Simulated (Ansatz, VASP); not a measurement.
Two plane-wave programs on SnSe2

The input INCAR:

```
SYSTEM = SnSe2
PREC = Accurate
ENCUT = 520
EDIFF = 1E-8
ISMEAR = -1
SIGMA = 0.02
LREAL = .FALSE.
LASPH = .TRUE.
NELM = 80
ALGO = Normal
ISIF = 2
LWAVE = .FALSE.
LCHARG = .FALSE.
GGA = PE
LEFG = .TRUE.
NBANDS = 20
```

Contents of KPOINTS:

```
Automatic mesh
0
G
  13 13 7
  0 0 0
```

The input POSCAR:

```
SnSe2
1.0
    3.8110000000      0.0000000000      0.0000000000
   -1.9055000000      3.3004228138      0.0000000000
    0.0000000000      0.0000000000      6.1360000000
Sn Se
1 2
Direct
    0.0000000000      0.0000000000      0.0000000000
    0.3333333333      0.6666666667      0.2490000000
    0.6666666667      0.3333333333      0.7510000000
```

Input for Ansatz:

```yaml
crystal:
  lattice:
    - [3.811, 0.0, 0.0]
    - [-1.9055, 3.3004228138, 0.0]
    - [0.0, 0.0, 6.136]
  atoms:
    - { symbol: Sn, position: [0.0, 0.0, 0.0] }
    - { symbol: Se, position: [0.3333333333, 0.6666666667, 0.249] }
    - { symbol: Se, position: [0.6666666667, 0.3333333333, 0.751] }
kpoints:
  mp_grid: { grid: [13, 13, 7] }
scf:
  occupations: { method: fermi_dirac, width: 0.02 }
hamiltonian:
  xc: pbe
  pseudopotentials: { kind: paw }
output:
  forces: true
  stress: true
  populations: true
  efg: { quadrupole_moments_barn: { Sn: -0.132 }, contact_densities: true }
```

Alike in both runs: task electric field gradients; functional PBE; k mesh 13 × 13 × 7; occupations fermi-dirac, width 0.02 eV; no spin polarisation.

|  | VASP | Ansatz |
| --- | --- | --- |
| version | VASP 6.6.1 | Ansatz 0.2.0 |
| potentials or method | VASP PAW PBE potentials, release 64 (Sn_d, Se) | plane-wave PAW, scalar-relativistic |
| plane-wave cutoff (eV) | 520 | 420 |
| valence electrons in the cell | 26 | 46 |

VASP gave:

| Item | Value |
| --- | --- |
| pressure (GPa) | 5.6 |
| traceless stress, the component that is largest in VASP (GPa) | 1.02 |
| rms of the force components (eV/Å) | 0.380 |
| size of Vzz on the site where it differs most (V/Å²) | 97.3 |

Task: Estimate Ansatz's values.

Result: Pressure (GPa): 5.5; traceless stress, the component that is largest in VASP (GPa): 1.02; rms of the force components (eV/Å): 0.372; size of Vzz on the site where it differs most (V/Å²): 100.0.

Atom by atom the forces differ by 0.008 eV/Å (rms over components). The functional is the same, so the differences come from potentials, cutoffs and numerics. VASP's potentials hold 26 valence electrons a cell and Ansatz's 46, so a difference there can come from the potentials and not from the codes.
